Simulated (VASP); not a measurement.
# LiF (Griceite) (Fm-3m) in VASP: notebook, part 2 of 2

VASP 6.6.1. The steps go on from the part before.

### 3 Single point, r2SCAN

This run uses another cell than the first one, of 7.62 Å³/atom, 1.021 times its volume.

File POSCAR:

```
LiF
1.0
    0.0000000000      1.9676848800      1.9676848800
    1.9676848800      0.0000000000      1.9676848800
    1.9676848800      1.9676848800      0.0000000000
Li F
1 1
Direct
    0.0000000000      0.0000000000      0.0000000000
    0.5000000000      0.5000000000      0.5000000000
```

File INCAR.step1:

```
SYSTEM = LiF
PREC = Accurate
ENCUT = 520
ISMEAR = -1
SIGMA = 0.02
LREAL = .FALSE.
LASPH = .TRUE.
NELM = 100
NBANDS = 12
GGA = PE
ALGO = Normal
EDIFF = 1E-4
LWAVE = .TRUE.
LCHARG = .FALSE.
```

File INCAR.step2:

```
SYSTEM = LiF
PREC = Accurate
ENCUT = 520
EDIFF = 1E-6
ISMEAR = -1
SIGMA = 0.02
LREAL = .FALSE.
LASPH = .TRUE.
NELM = 100
ALGO = Normal
ISIF = 2
LWAVE = .FALSE.
LCHARG = .TRUE.
METAGGA = R2SCAN
LMIXTAU = .TRUE.
LELF = .TRUE.
LVHAR = .TRUE.
NBANDS = 12
ISTART = 1
```

File KPOINTS:

```
regular mesh
0
G
  12 12 12
  0 0 0
```

Potentials or basis: VASP PAW PBE potentials, release 64 (Li_sv, F).

Command:

```bash
> cat potpaw_PBE.64/Li_sv/POTCAR potpaw_PBE.64/F/POTCAR > POTCAR
> cp INCAR.step1 INCAR
> mpirun -np 1 vasp_std > vasp.out
> cp INCAR.step2 INCAR
> mpirun -np 1 vasp_std > vasp.out
```

OUTCAR:

```text
SYSTEM = LiF
   PREC = Accurate
   ENCUT = 520
   EDIFF = 1E-6
   ISMEAR = -1
   LREAL = .FALSE.
   LASPH = .TRUE.
   NELM = 100
   ISIF = 2
   METAGGA = R2SCAN
   ISTART = 1

 ion  position               nearest neighbor table
   1  0.000  0.000  0.000-   2 1.97   2 1.97   2 1.97   2 1.97   2 1.97   2 1.97
   2  0.500  0.500  0.500-   1 1.97   1 1.97   1 1.97   1 1.97   1 1.97   1 1.97

  LATTYP: Found a face centered cubic cell.
 ALAT       =     3.9353697600

  Lattice vectors:

 A1 = (   0.0000000000,   1.9676848800,   1.9676848800)
 A2 = (   1.9676848800,   0.0000000000,   1.9676848800)
 A3 = (   1.9676848800,   1.9676848800,   0.0000000000)

Analysis of symmetry for initial positions (statically):
=====================================================================
 Subroutine PRICEL returns:
 Original cell was already a primitive cell.

 Routine SETGRP: Setting up the symmetry group for a
 face centered cubic supercell.

 Subroutine GETGRP returns: Found 48 space group operations
 (whereof 48 operations were pure point group operations)
 out of a pool of 48 trial point group operations.

The static configuration has the point symmetry O_h .

Analysis of symmetry for dynamics (positions and initial velocities):
=====================================================================
 Subroutine PRICEL returns:
 Original cell was already a primitive cell.

 Routine SETGRP: Setting up the symmetry group for a
 face centered cubic supercell.

 Subroutine GETGRP returns: Found 48 space group operations
 (whereof 48 operations were pure point group operations)
 out of a pool of 48 trial point group operations.

The dynamic configuration has the point symmetry O_h .

 Subroutine INISYM returns: Found 48 space group operations
 (whereof 48 operations are pure point group operations),
 and found     1 'primitive' translations

----------------------------------------------------------------------------------------

                                     Primitive cell

  volume of cell :      15.2369

  direct lattice vectors                    reciprocal lattice vectors
     0.000000000  1.967684880  1.967684880    -0.254105729  0.254105729  0.254105729
     1.967684880  0.000000000  1.967684880     0.254105729 -0.254105729  0.254105729
     1.967684880  1.967684880  0.000000000     0.254105729  0.254105729 -0.254105729

  length of vectors
     2.782726644  2.782726644  2.782726644     0.440124032  0.440124032  0.440124032

  position of ions in fractional coordinates (direct lattice)
     0.000000000  0.000000000  0.000000000
     0.500000000  0.500000000  0.500000000

  ion indices of the primitive-cell ions
   primitive index   ion index
                 1           1
                 2           2

----------------------------------------------------------------------------------------

 KPOINTS: regular mesh

Automatic generation of k-mesh.
 Grid dimensions read from file:
 generate k-points for:   12   12   12

 Generating k-lattice:

  Cartesian coordinates                     Fractional coordinates (reciprocal lattice)
    -0.021175477  0.021175477  0.021175477     0.083333333  0.000000000  0.000000000
     0.021175477 -0.021175477  0.021175477     0.000000000  0.083333333  0.000000000
     0.021175477  0.021175477 -0.021175477     0.000000000  0.000000000  0.083333333

  Length of vectors
     0.036677003  0.036677003  0.036677003

  Shift w.r.t. Gamma in fractional coordinates (k-lattice)
     0.000000000  0.000000000  0.000000000

 Subroutine IBZKPT returns following result:
 ===========================================

 Found     72 irreducible k-points:

 Following reciprocal coordinates:
            Coordinates               Weight
  0.000000  0.000000  0.000000      1.000000
  0.083333  0.000000  0.000000      8.000000
  0.166667  0.000000  0.000000      8.000000
  0.250000  0.000000  0.000000      8.000000
  0.333333  0.000000  0.000000      8.000000
  0.416667  0.000000  0.000000      8.000000
[... 16 lines left out ...]
  0.500000  0.166667  0.000000     24.000000
 -0.416667  0.166667  0.000000     24.000000
 [... further k-points ...]
   k-points           NKPTS =     72   k-points in BZ     NKDIM =     72   number of bands    NBANDS=     12
   number of dos      NEDOS =    301   number of ions     NIONS =      2
   total plane-waves  NPLWV =  13824
   dimension x,y,z NGX =    24 NGY =   24 NGZ =   24
   dimension x,y,z NGXF=    48 NGYF=   48 NGZF=   48
   ions per type =               1   1
   NGX,Y,Z   is equivalent  to a cutoff of  14.34, 14.34, 14.34 a.u.
   NGXF,Y,Z  is equivalent  to a cutoff of  28.68, 28.68, 28.68 a.u.
 SYSTEM =  LiF
   PREC   = accura    normal or accurate (medium, high low for compatibility)
   ISTART =      1    job   : 0-new  1-cont  2-samecut
   ICHARG =      0    charge: 1-file 2-atom 10-const
   ISPIN  =      1    spin polarized calculation?
   LNONCOLLINEAR =      F non collinear calculations
   LSORBIT =      F    spin-orbit coupling
   LASPH  =      T    aspherical Exc in radial PAW
   ENCUT  =  520.0 eV  38.22 Ry    6.18 a.u.   5.17  5.17  5.17*2*pi/ulx,y,z
   NELM   =    100;   NELMIN=  2; NELMDL=  0     # of ELM steps
   EDIFF  = 0.1E-05   stopping-criterion for ELM
   LREAL  =      F    real-space projection
   EDIFFG = 0.1E-04   stopping-criterion for IOM
   NSW    =      0    number of steps for IOM
   IBRION =     -1    ionic relax: 0-MD 1-quasi-New 2-CG
   NFREE  =      0    steps in history (QN), initial steepest desc. (CG)
   ISIF   =      2    stress and relaxation
   ISYM   =      2    0-nonsym 1-usesym 2-fastsym
   POTIM  = 0.5000    time-step for ionic-motion
   TEBEG  =    0.0;   TEEND  =   0.0 temperature during run
   PSTRESS=    0.0 pullay stress
   NELECT =      10.0000    total number of electrons
   NUPDOWN=      -1.0000    fix difference up-down
   EMIN   =  10.00;   EMAX   =-10.00  energy-range for DOS
   EFERMI =   0.00;   METHOD = LEGACY
   ISMEAR =    -1;   SIGMA  =   0.02  broadening in eV -4-tet -1-fermi 0-gaus
   EFERMI_NEDOS =   21; number of points for ismear=-14 and -15
   IALGO  =     38    algorithm
   IMIX   =      4    mixing-type and parameters
     AMIX     =   0.40;   BMIX     =  1.00
     AMIX_MAG =   1.60;   BMIX_MAG =  1.00
  volume/ion in A,a.u.               =       7.62        51.41
  Fermi-wavevector in a.u.,A,eV,Ry     =   1.422687  2.688488 27.538703  2.024038
  Thomas-Fermi vector in A             =   2.543364
   LORBIT       =      0    0 simple, 1 ext, 2 COOP (PROOUT), +10 PAW based schemes
   METAGGA = R2SCAN    functional components
   LHFCALC =     F    Hartree Fock is set to
   AEXX    =    0.0000 exact exchange contribution
   IVDW    =     0    specifies the selected vdW correction
   LEPSILON=     F    determine dielectric tensor
   LRPA    =     F    only Hartree local field effects (RPA)
 non-spin polarized calculation
  energy-cutoff  :      520.00
  volume of cell :       15.24
 maximum number of plane-waves:       424
 NGX is ok and might be reduce to    24
   NGX = 11   NGY = 11   NGZ = 11

 number of electron      10.0000004 magnetization

 Free energy of the ion-electron system (eV)
  ---------------------------------------------------
  ext. energy  EPLUGINS =         0.00000000
  ---------------------------------------------------
  free energy    TOTEN  =       -11.89650428 eV

  energy without entropy =      -11.89650428  energy(sigma->0) =      -11.89650428

 E-fermi :  -0.7147     XC(G=0): -10.9217

 val. band max:       -1.2014166943   @ k =   0.0000   0.0000   0.0000
 cond. band min:       9.7640177524   @ k =   0.0000   0.0000   0.0000
 fundamental gap:     10.9654344467
 Fermi energy:        -0.7147168838

 k-point     1 :       0.0000    0.0000    0.0000
  band No.  band energies     occupation
      1     -43.1370      2.00000
      2     -22.4951      2.00000
      3      -1.2014      2.00000
      4      -1.2014      2.00000
      5      -1.2014      2.00000
      6       9.7640      0.00000
      7      24.9865      0.00000
      8      24.9865      0.00000
      9      24.9865      0.00000
     10      25.8872      0.00000
     11      25.8872      0.00000
     12      25.8877      0.00000
[... 331 lines left out ...]
 k-point    24 :      -0.4167    0.1667    0.0000
  band No.  band energies     occupation
      1     -43.0537      2.00000
      2     -21.9498      2.00000
      3      -3.7697      2.00000
      4      -2.2302      2.00000
      5      -1.6052      2.00000
      6      12.2113      0.00000
      7      16.7972      0.00000
      8      20.1619      0.00000
      9      20.3917      0.00000
     10      29.4054      0.00000
     11      32.5079      0.00000
     12      32.6128      0.00000

 [... further k-points ...]
[... 5 lines left out ...]
  --------------------------------------------------------------------------------------
  -------------------------------------------------------------------------------------
  Total        0.2787748      0.2787748      0.2787748      0.0000000      0.0000000     -0.0000000
  in kB       29.3134814     29.3134814     29.3134814      0.0000000      0.0000000     -0.0000000
  external PRESSURE =      29.3134814 kB  Pullay stress =       0.0000000 kB

 VOLUME and BASIS-vectors are now :
 -----------------------------------------------------------------------------
  energy-cutoff  :      520.00
  volume of cell :       15.24
      direct lattice vectors                 reciprocal lattice vectors
     0.000000000  1.967684880  1.967684880    -0.254105729  0.254105729  0.254105729
     1.967684880  0.000000000  1.967684880     0.254105729 -0.254105729  0.254105729
     1.967684880  1.967684880  0.000000000     0.254105729  0.254105729 -0.254105729

 POSITION                                       TOTAL-FORCE (eV/Angst)
 -----------------------------------------------------------------------------------
      0.00000      0.00000      0.00000         0.000000      0.000000     -0.000000
      1.96768      1.96768      1.96768        -0.000000     -0.000000      0.000000
 -----------------------------------------------------------------------------------
    total drift:                               -0.000000     -0.000000      0.000000

  FREE ENERGIE OF THE ION-ELECTRON SYSTEM (eV)
  ---------------------------------------------------
  free  energy   TOTEN  =       -11.8965042824 eV

  energy  without entropy=      -11.8965042824  energy(sigma->0) =      -11.89650428
```

It took 24 s on 1 thread of Intel Xeon 6975P-C (Granite Rapids), shared host; peak memory 0.14 GiB.

Results:

| Quantity | Value |
| --- | --- |
| Free energy | -11.8965 eV |
| Band gap on the k mesh | 10.97 eV, direct |

Caveat: the cutoff is under 1.25 times the usual one of these potentials, so pressure, stress and relaxed cells hold a basis-set (Pulay) error; the PAW data sets were made with another functional, which shifts forces and pressure a little. A k mesh can miss the band edges.

### 4 Single point, r2SCAN

This run uses another cell than the first one, of 7.78 Å³/atom, 1.043 times its volume.

File POSCAR:

```
LiF
1.0
    0.0000000000      1.9812555500      1.9812555500
    1.9812555500      0.0000000000      1.9812555500
    1.9812555500      1.9812555500      0.0000000000
Li F
1 1
Direct
    0.0000000000      0.0000000000      0.0000000000
    0.5000000000      0.5000000000      0.5000000000
```

File INCAR.step1:

```
  PREC = Accurate
  ENCUT = 520
  ISMEAR = -1
  SIGMA = 0.02
  LREAL = False
  LASPH = True
  NELM = 100
  NBANDS = 12
  GGA = PE
  ALGO = Normal
  EDIFF = 1E-4
  LWAVE = True
  LCHARG = False
```

File INCAR.step2:

```
  PREC = Accurate
  ENCUT = 520
  EDIFF = 1E-7
  ISMEAR = -1
  SIGMA = 0.02
  LREAL = False
  LASPH = True
  NELM = 100
  ALGO = Normal
  ISIF = 2
  LWAVE = False
  LCHARG = False
  METAGGA = R2SCAN
  LMIXTAU = True
  NBANDS = 12
  ISTART = 1
```

File KPOINTS:

```
regular mesh
0
Gamma
  12 12 12
```

Command:

```bash
> cat potpaw_PBE.64/Li_sv/POTCAR potpaw_PBE.64/F/POTCAR > POTCAR
> cp INCAR.step1 INCAR
> mpirun -np 1 vasp_std > vasp.out
> cp INCAR.step2 INCAR
> mpirun -np 1 vasp_std > vasp.out
```

Run time: 25 s. Hardware: 1 thread of Intel Xeon 6975P-C (Granite Rapids), shared host; peak memory 0.14 GiB.

It converged, with:

```
Free energy            : -11.9017 eV
Band gap on the k mesh : 10.75 eV, direct
```

Levels at points of the mesh, in eV from the valence-band top:
```tsv
k point	band 1	band 2	band 3	band 4	band 5	band 6	band 7	band 8	band 9	band 10
(0.00, 0.00, 0.00)	-41.97	-21.23	0.00	0.00	0.00	10.75	25.98	25.98	25.98	26.79
(0.50, 0.00, 0.00)	-41.90	-20.78	-2.64	-0.26	-0.26	12.11	18.76	20.85	20.85	33.23
(0.50, 0.50, 0.00)	-41.88	-20.49	-3.22	-1.08	-1.08	16.56	17.69	19.75	22.55	22.55
```

Caveat: the cutoff is under 1.25 times the usual one of these potentials, so pressure, stress and relaxed cells hold a basis-set (Pulay) error; the PAW data sets were made with another functional, which shifts forces and pressure a little. A k mesh can miss the band edges.

### 5 Single point, r2SCAN

This run uses another cell than the first one, of 7.94 Å³/atom, 1.064 times its volume.

File POSCAR:

```
LiF
1.0
    0.0000000000      1.9946428200      1.9946428200
    1.9946428200      0.0000000000      1.9946428200
    1.9946428200      1.9946428200      0.0000000000
Li F
1 1
Direct
    0.0000000000      0.0000000000      0.0000000000
    0.5000000000      0.5000000000      0.5000000000
```

File INCAR.step1:

```
SYSTEM = LiF
  ALGO = Normal
  EDIFF = 1E-4
  ENCUT = 520
  GGA = PE
  ISMEAR = -1
  LASPH = .True.
  LCHARG = .False.
  LREAL = .False.
  LWAVE = .True.
  NBANDS = 12
  NELM = 60
  PREC = Accurate
  SIGMA = 0.02
```

File INCAR.step2:

```
SYSTEM = LiF
  ALGO = Normal
  EDIFF = 1E-6
  ENCUT = 520
  ISIF = 2
  ISMEAR = -1
  ISTART = 1
  LASPH = .True.
  LCHARG = .False.
  LMIXTAU = .True.
  LREAL = .False.
  LWAVE = .False.
  METAGGA = R2SCAN
  NBANDS = 12
  NELM = 60
  PREC = Accurate
  SIGMA = 0.02
```

File KPOINTS:

```
k-points
0
Gamma
  12 12 12
  0 0 0
```

Command:

```bash
> cat potpaw_PBE.64/Li_sv/POTCAR potpaw_PBE.64/F/POTCAR > POTCAR
> cp INCAR.step1 INCAR
> mpirun -np 1 vasp_std > vasp.out
> cp INCAR.step2 INCAR
> mpirun -np 1 vasp_std > vasp.out
```

Run time: 22 s. Hardware: 1 thread of Intel Xeon 6975P-C (Granite Rapids), shared host; peak memory 0.14 GiB.

The run converged. Its results:

```
Free energy            : -11.9031 eV
Band gap on the k mesh : 10.56 eV, direct
```

Levels at points of the mesh, in eV from the valence-band top:
```csv
k point,band 1,band 2,band 3,band 4,band 5,band 6,band 7,band 8,band 9,band 10
"(0.00, 0.00, 0.00)",-42.01,-21.18,0.00,0.00,0.00,10.56,25.77,25.77,25.77,26.50
"(0.50, 0.00, 0.00)",-41.95,-20.74,-2.58,-0.25,-0.25,12.00,18.50,20.68,20.68,32.82
"(0.50, 0.50, 0.00)",-41.93,-20.46,-3.13,-1.05,-1.05,16.35,17.59,19.49,22.29,22.29
```

Caveat: the cutoff is under 1.25 times the usual one of these potentials, so pressure, stress and relaxed cells hold a basis-set (Pulay) error; the PAW data sets were made with another functional, which shifts forces and pressure a little.

### 6 The runs side by side

| cell | gap on the mesh (eV) |
| --- | --- |
| a = 2.763 Å, angles 60.0°, 2 atoms | 11.19 |
| a = 2.783 Å, angles 60.0°, 2 atoms | 10.97 |
| a = 2.802 Å, angles 60.0°, 2 atoms | 10.75 |
| a = 2.821 Å, angles 60.0°, 2 atoms | 10.56 |

Alike in all rows: task single point; level r2SCAN; potentials or basis VASP PAW PBE potentials, release 64 (Li_sv, F); no spin polarisation; k mesh 12 × 12 × 12; cutoff (eV) 520; smearing fermi-dirac 0.02 eV.

Caveats: the cutoff is under 1.25 times the usual one of these potentials, so pressure, stress and relaxed cells hold a basis-set (Pulay) error; the PAW data sets were made with another functional, which shifts forces and pressure a little.

Absolute energies hang on the potentials; compare differences alone.
